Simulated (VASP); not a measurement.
# Hf (P-1) in VASP: single point with PBE

Aim: the single point of Hf with PBE.

All numbers are computed with VASP 6.6.1; they aren't measurements. Logs are shortened: lines on timing, memory, paths and dates and some standing lists are left out, and cuts for length are marked.

### Step 1. The cell of the first run

The typed cell holds 1 atom: a = 3.330 Å, b = 2.509 Å, c = 3.277 Å, α = 71.67°, β = 57.41°, γ = 71.68°.

### Step 2. Single point, PBE (cell sheared at random, sigma 0.1, atoms nudged by 0.01 Å, then relaxed in part)

The input, INCAR:

```
PREC = Accurate ; ENCUT = 520
EDIFF = 1E-6 ; ISMEAR = 0
SIGMA = 0.15 ; LREAL = F
LASPH = T ; NELM = 60
ALGO = Fast ; ISIF = 2
LWAVE = F ; LCHARG = F
GGA = PE ; NBANDS = 11
```

The input, KPOINTS:

```
regular mesh
0
Gamma
  14 14 14
```

The input, POSCAR:

```
Hf
1.0
   -0.3121568123      2.6676323641      1.9686749399
    1.7663578955     -0.1206698618      1.7771879894
    1.9262900717      2.6360775898     -0.2806020380
Hf
1
Direct
    0.0000000000      0.0000000000      0.0000000000
```

Potentials or basis: VASP PAW PBE potentials, release 64 (Hf_pv).

Launch:

```
$ cat potpaw_PBE.64/Hf_pv/POTCAR > POTCAR
$ mpirun -np 1 vasp_std > vasp.out
```

OUTCAR:

```text
PREC = Accurate
   ENCUT = 520
   EDIFF = 1E-6
   ISMEAR = 0
   LREAL = F
   LASPH = T
   NELM = 60
   ISIF = 2
   GGA = PE

 ion  position               nearest neighbor table
   1  0.000  0.000  0.000-

  LATTYP: Found a triclinic cell.
 ALAT       =     4.7119735311
 B/A-ratio  =     1.2570488743
 C/A-ratio  =     0.7067257167
 COS(alpha) =     0.0020190883
 COS(beta)  =     0.5419458584
 COS(gamma) =     0.8089475960

  Lattice vectors:

 A1 = (  -3.6926479672,  -2.5154077280,  -1.4965859514)
 A2 = (  -5.7711626750,   0.2728944979,  -1.3050990009)
 A3 = (   0.3121568123,  -2.6676323641,  -1.9686749399)

Analysis of symmetry for initial positions (statically):
=====================================================================
 Subroutine PRICEL returns:
 Original cell was already a primitive cell.

 Routine SETGRP: Setting up the symmetry group for a
 triclinic supercell.

 Subroutine GETGRP returns: Found  2 space group operations
 (whereof  2 operations were pure point group operations)
 out of a pool of  2 trial point group operations.

The static configuration has the point symmetry S_2 .

Analysis of symmetry for dynamics (positions and initial velocities):
=====================================================================
 Subroutine PRICEL returns:
 Original cell was already a primitive cell.

 Routine SETGRP: Setting up the symmetry group for a
 triclinic supercell.

 Subroutine GETGRP returns: Found  2 space group operations
 (whereof  2 operations were pure point group operations)
 out of a pool of  2 trial point group operations.

The dynamic configuration has the point symmetry S_2 .

 Subroutine INISYM returns: Found  2 space group operations
 (whereof  2 operations are pure point group operations),
 and found     1 'primitive' translations

----------------------------------------------------------------------------------------

                                     Primitive cell

  volume of cell :      21.5306

  direct lattice vectors                    reciprocal lattice vectors
    -0.312156812  2.667632364  1.968674940    -0.216015571  0.182021072  0.227058290
     1.766357896 -0.120669862  1.777187989     0.275799211 -0.172064265  0.276885123
     1.926290072  2.636077590 -0.280602038     0.231226419  0.187275112 -0.217101483

  length of vectors
     3.330072871  2.508580989  3.276924778     0.362422219  0.427009001  0.368335008

  position of ions in fractional coordinates (direct lattice)
     0.000000000  0.000000000  0.000000000

  ion indices of the primitive-cell ions
   primitive index   ion index
                 1           1

----------------------------------------------------------------------------------------

 KPOINTS: regular mesh

Automatic generation of k-mesh.
 Grid dimensions read from file:
 generate k-points for:   14   14   14

 Generating k-lattice:

  Cartesian coordinates                     Fractional coordinates (reciprocal lattice)
    -0.015429684  0.013001505  0.016218449     0.071428571  0.000000000 -0.000000000
     0.019699944 -0.012290305  0.019777509     0.000000000  0.071428571  0.000000000
     0.016516173  0.013376794 -0.015507249    -0.000000000  0.000000000  0.071428571

  Length of vectors
     0.025887301  0.030500643  0.026309643

  Shift w.r.t. Gamma in fractional coordinates (k-lattice)
     0.000000000  0.000000000  0.000000000

 Subroutine IBZKPT returns following result:
 ===========================================

 Found   1376 irreducible k-points:

 Following reciprocal coordinates:
            Coordinates               Weight
  0.000000  0.000000  0.000000      1.000000
  0.071429  0.000000 -0.000000      2.000000
  0.142857  0.000000 -0.000000      2.000000
  0.214286  0.000000 -0.000000      2.000000
  0.285714 -0.000000 -0.000000      2.000000
  0.357143  0.000000 -0.000000      2.000000
[... 16 lines left out ...]
 -0.000000  0.142857 -0.000000      2.000000
  0.071429  0.142857 -0.000000      2.000000
 [... further k-points ...]
   k-points           NKPTS =   1376   k-points in BZ     NKDIM =   1376   number of bands    NBANDS=     11
   number of dos      NEDOS =    301   number of ions     NIONS =      1
   total plane-waves  NPLWV =  13440
   dimension x,y,z NGX =    28 NGY =   20 NGZ =   24
   dimension x,y,z NGXF=    56 NGYF=   40 NGZF=   48
   ions per type =               1
   NGX,Y,Z   is equivalent  to a cutoff of  13.98, 13.25, 12.18 a.u.
   NGXF,Y,Z  is equivalent  to a cutoff of  27.96, 26.51, 24.35 a.u.
 SYSTEM =  unknown system
   PREC   = accura    normal or accurate (medium, high low for compatibility)
   ISTART =      0    job   : 0-new  1-cont  2-samecut
   ICHARG =      2    charge: 1-file 2-atom 10-const
   ISPIN  =      1    spin polarized calculation?
   LNONCOLLINEAR =      F non collinear calculations
   LSORBIT =      F    spin-orbit coupling
   LASPH  =      T    aspherical Exc in radial PAW
   ENCUT  =  520.0 eV  38.22 Ry    6.18 a.u.   6.19  4.66  6.09*2*pi/ulx,y,z
   NELM   =     60;   NELMIN=  2; NELMDL= -5     # of ELM steps
   EDIFF  = 0.1E-05   stopping-criterion for ELM
   LREAL  =      F    real-space projection
   EDIFFG = 0.1E-04   stopping-criterion for IOM
   NSW    =      0    number of steps for IOM
   IBRION =     -1    ionic relax: 0-MD 1-quasi-New 2-CG
   NFREE  =      0    steps in history (QN), initial steepest desc. (CG)
   ISIF   =      2    stress and relaxation
   ISYM   =      2    0-nonsym 1-usesym 2-fastsym
   POTIM  = 0.5000    time-step for ionic-motion
   TEBEG  =    0.0;   TEEND  =   0.0 temperature during run
   PSTRESS=    0.0 pullay stress
   NELECT =      10.0000    total number of electrons
   NUPDOWN=      -1.0000    fix difference up-down
   EMIN   =  10.00;   EMAX   =-10.00  energy-range for DOS
   EFERMI =   0.00;   METHOD = LEGACY
   ISMEAR =     0;   SIGMA  =   0.15  broadening in eV -4-tet -1-fermi 0-gaus
   EFERMI_NEDOS =   21; number of points for ismear=-14 and -15
   IALGO  =     68    algorithm
   IMIX   =      4    mixing-type and parameters
     AMIX     =   0.40;   BMIX     =  1.00
     AMIX_MAG =   1.60;   BMIX_MAG =  1.00
  volume/ion in A,a.u.               =      21.53       145.30
  Fermi-wavevector in a.u.,A,eV,Ry     =   1.267816  2.395824 21.869413  1.607357
  Thomas-Fermi vector in A             =   2.400944
   LORBIT       =      0    0 simple, 1 ext, 2 COOP (PROOUT), +10 PAW based schemes
   GGA     = PE    functional components
   LHFCALC =     F    Hartree Fock is set to
   AEXX    =    0.0000 exact exchange contribution
   IVDW    =     0    specifies the selected vdW correction
   LEPSILON=     F    determine dielectric tensor
   LRPA    =     F    only Hartree local field effects (RPA)
 non-spin polarized calculation
 RMM-DIIS sequential band-by-band and
 Gauss-broadening in eV      SIGMA  =   0.15
  energy-cutoff  :      520.00
  volume of cell :       21.53
 maximum number of plane-waves:       595
 NGX is ok and might be reduce to    28
   NGX = 13   NGY =  9   NGZ = 13

 number of electron      10.0000000 magnetization

 Free energy of the ion-electron system (eV)
  ---------------------------------------------------
  ext. energy  EPLUGINS =         0.00000000
  ---------------------------------------------------
  free energy    TOTEN  =        -9.31953251 eV

  energy without entropy =       -9.30785805  energy(sigma->0) =       -9.31369528

 E-fermi :   4.5245     XC(G=0): -11.3944

 val. band max:        4.5243558555   @ k =   0.5000  -0.0714   0.0714
 cond. band min:       4.5261159833   @ k =   0.3571  -0.1429   0.4286
 fundamental gap:      0.0017601278
 Fermi energy:         4.5244906979

 k-point     1 :       0.0000    0.0000    0.0000
  band No.  band energies     occupation
      1     -25.3059      2.00000
      2     -25.2392      2.00000
      3     -24.1210      2.00000
      4      -2.1869      2.00000
      5       3.4424      2.00000
      6       5.9264      0.00000
      7       6.2607      0.00000
      8      10.9788      0.00000
      9      12.5656      0.00000
     10      15.4776      0.00000
     11      19.2496      0.00000

 k-point     2 :       0.0714    0.0000   -0.0000
  band No.  band energies     occupation
      1     -25.3354      2.00000
      2     -25.2469      2.00000
      3     -24.1209      2.00000
      4      -2.0318      2.00000
      5       3.4550      2.00000
      6       5.7267      0.00000
      7       6.3885      0.00000
      8      11.0215      0.00000
      9      12.4885      0.00000
     10      15.9015      0.00000
     11      19.2823      0.00000

 k-point     3 :       0.1429    0.0000   -0.0000
  band No.  band energies     occupation
      1     -25.4196      2.00000
      2     -25.2661      2.00000
      3     -24.1206      2.00000
      4      -1.5871      2.00000
      5       3.4906      2.00000
      6       5.2321      0.00000
      7       6.7832      0.00000
      8      11.1346      0.00000
      9      12.2949      0.00000
     10      16.9886      0.00000
     11      19.2423      0.00000

 k-point     4 :       0.2143    0.0000   -0.0000
  band No.  band energies     occupation
      1     -25.5405      2.00000
      2     -25.2921      2.00000
      3     -24.1202      2.00000
      4      -0.9192      2.00000
      5       3.5452      2.00000
      6       4.6713      0.16637
      7       7.4323      0.00000
      8      11.2517      0.00000
      9      12.1007      0.00000
     10      17.4335      0.00000
     11      18.7431      0.00000
[... 239 lines left out ...]
 k-point    22 :      -0.0714    0.0714   -0.0000
  band No.  band energies     occupation
      1     -25.3266      2.00000
      2     -25.2426      2.00000
      3     -24.2972      2.00000
      4      -1.7408      2.00000
      5       3.7618      2.00000
      6       5.7030      0.00000
      7       6.5223      0.00000
      8      10.4777      0.00000
      9      11.8938      0.00000
     10      16.2468      0.00000
     11      18.1554      0.00000

 k-point    23 :      -0.0000    0.1429   -0.0000
  band No.  band energies     occupation
      1     -25.2481      2.00000
      2     -25.2061      2.00000
      3     -24.7643      2.00000
      4      -1.3374      2.00000
      5       4.7285      0.05439
      6       6.1629      0.00000
      7       6.5505      0.00000
      8       9.0419      0.00000
      9      10.5557      0.00000
     10      16.2341      0.00000
     11      18.1538      0.00000

 k-point    24 :       0.0714    0.1429   -0.0000
  band No.  band energies     occupation
      1     -25.2677      2.00000
      2     -25.1979      2.00000
      3     -24.7618      2.00000
      4      -1.3096      2.00000
      5       4.8224      0.00497
      6       6.1925      0.00000
      7       6.5138      0.00000
      8       8.8771      0.00000
      9      10.3876      0.00000
     10      16.3429      0.00000
     11      18.1543      0.00000

 [... further k-points ...]
[... 5 lines left out ...]
  --------------------------------------------------------------------------------------
  -------------------------------------------------------------------------------------
  Total        2.4717220     -1.3722564      2.4572041      0.2862666      0.0657529      3.1057287
  in kB      183.9306214   -102.1150327    182.8502890     21.3022301      4.8929340    231.1095682
  external PRESSURE =      88.2219593 kB  Pullay stress =       0.0000000 kB

 VOLUME and BASIS-vectors are now :
 -----------------------------------------------------------------------------
  energy-cutoff  :      520.00
  volume of cell :       21.53
      direct lattice vectors                 reciprocal lattice vectors
    -0.312156812  2.667632364  1.968674940    -0.216015571  0.182021072  0.227058290
     1.766357896 -0.120669862  1.777187989     0.275799211 -0.172064265  0.276885123
     1.926290072  2.636077590 -0.280602038     0.231226419  0.187275112 -0.217101483

 POSITION                                       TOTAL-FORCE (eV/Angst)
 -----------------------------------------------------------------------------------
      0.00000      0.00000      0.00000        -0.000000      0.000000     -0.000000
 -----------------------------------------------------------------------------------
    total drift:                               -0.000000      0.000000      0.000000

  FREE ENERGIE OF THE ION-ELECTRON SYSTEM (eV)
  ---------------------------------------------------
  free  energy   TOTEN  =        -9.3195325148 eV

  energy  without entropy=       -9.3078580471  energy(sigma->0) =       -9.31369528
```

It took 8.4 min on 1 thread of AMD EPYC 7R13, shared host; peak memory 0.38 GiB.

Results:

| Item | Value |
| --- | --- |
| Free energy | -9.3195 eV |
| Pressure | 8.8 GPa |
| Band gap on the k mesh | zero (band 5 reaches 6.21 eV, above the bottom of band 6 at 3.65 eV) |

Levels at points of the mesh, in eV from the Fermi level:
```csv
k point,band 3,band 4,band 5,band 6,band 7,band 8
"(0.00, 0.00, 0.00)",-28.65,-6.71,-1.08,1.40,1.74,6.45
"(0.50, 0.00, 0.00)",-28.64,-3.51,-1.13,0.31,6.18,6.37
"(0.00, 0.50, 0.00)",-29.51,-2.67,1.03,1.62,2.30,5.03
"(0.50, 0.50, 0.00)",-29.58,-3.02,-1.60,4.22,5.29,5.73
"(0.00, 0.00, 0.50)",-28.65,-3.44,-1.21,0.48,6.24,6.39
"(0.50, 0.00, 0.50)",-28.70,-3.49,-1.86,0.53,6.27,8.16
"(0.00, 0.50, 0.50)",-29.60,-3.01,-1.65,4.08,5.41,5.97
"(0.50, 0.50, 0.50)",-29.55,-2.93,0.84,0.96,3.26,6.08
```

Caveat: the cell differs from its parent crystal (cell sheared at random, sigma 0.1, atoms nudged by 0.01 Å, then relaxed in part); spin-orbit coupling is left out, which moves the levels of the heavy elements.
